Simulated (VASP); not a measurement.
Set up this calculation in VASP 6.6.1, as the native input.

| Quantity | Value |
| --- | --- |
| Task | single point |
| Functional | r2SCAN |
| Potentials or basis | VASP PAW PBE potentials, release 64 (Eu, O) |
| Cutoff | 800 eV |
| k mesh | 12 × 12 × 12 |
| Occupations | gaussian, width 0.05 eV |
| Spin | collinear spin, ferromagnetic start |
| Starting moments | [7.34, 0.0] μB |
| Dipole correction | no |
| Further INCAR settings | ALGO = Normal; EDIFF = 1e-06; NBANDS = 22 |

Crystal: EuO.

```
Eu O
1.0
     0.00000    2.55704    2.55704
     2.55704    0.00000    2.55704
     2.55704    2.55704    0.00000
Eu O
1 1
Direct
  0.00000 0.00000 0.00000
  0.50000 0.50000 0.50000
```

One way to write it, as run:

POSCAR

```
EuO
1.0
    0.0000000000      2.5570433155      2.5570433155
    2.5570433155      0.0000000000      2.5570433155
    2.5570433155      2.5570433155      0.0000000000
Eu O
1 1
Direct
    0.0000000000      0.0000000000      0.0000000000
    0.5000000000      0.5000000000      0.5000000000
```

INCAR.step1

```
  PREC = Accurate
  ENCUT = 800
  ISMEAR = 0
  SIGMA = 0.05
  LREAL = False
  LASPH = True
  NELM = 200
  ISPIN = 2
  MAGMOM = 7.34 0
  LMAXMIX = 6
  NBANDS = 22
  GGA = PE
  ALGO = Normal
  EDIFF = 1E-5
  LWAVE = True
  LCHARG = False
  GGA_COMPAT = False
```

INCAR.step2

```
  PREC = Accurate
  ENCUT = 800
  EDIFF = 1E-6
  ISMEAR = 0
  SIGMA = 0.05
  LREAL = False
  LASPH = True
  NELM = 200
  ALGO = Normal
  ISIF = 2
  LWAVE = False
  LCHARG = True
  ISPIN = 2
  MAGMOM = 7.34 0
  LORBIT = 11
  LMAXMIX = 6
  METAGGA = R2SCAN
  LMIXTAU = True
  LELF = True
  LVHAR = True
  NBANDS = 22
  ISTART = 1
  GGA_COMPAT = False
```

KPOINTS

```
Automatic mesh
0
Gamma
  12 12 12
```

Potentials or basis: VASP PAW PBE potentials, release 64 (Eu, O).

Command:

```sh
$ cat potpaw_PBE.64/Eu/POTCAR potpaw_PBE.64/O/POTCAR > POTCAR
$ cp INCAR.step1 INCAR
$ mpirun -np 1 vasp_std > vasp.out
$ cp INCAR.step2 INCAR
$ mpirun -np 1 vasp_std > vasp.out
```

It gave:

```json
{"Pressure": "-4.0 GPa", "Band gap on the k mesh": "zero (filled and empty bands overlap)", "Net moment": "6.99 μB per cell", "Site moments": "Eu +6.54; O -0.11 μB", "Valence electrons inside the program's atomic spheres": "Eu 14.87; O 4.99"}
```

Caveat: the cell stands under tension; the PAW data sets were made with another functional, which shifts forces and pressure a little; spin-orbit coupling is left out, which moves the levels of the heavy elements; a cell with one magnetic atom can't hold antiferromagnetic order, which such compounds often take; semilocal functionals describe open f shells poorly, which spoils levels, moments and volumes.

It took 28 min on 1 thread of Oxide Virtual Turin-like Processor (shared host), peak memory 0.36 GiB.
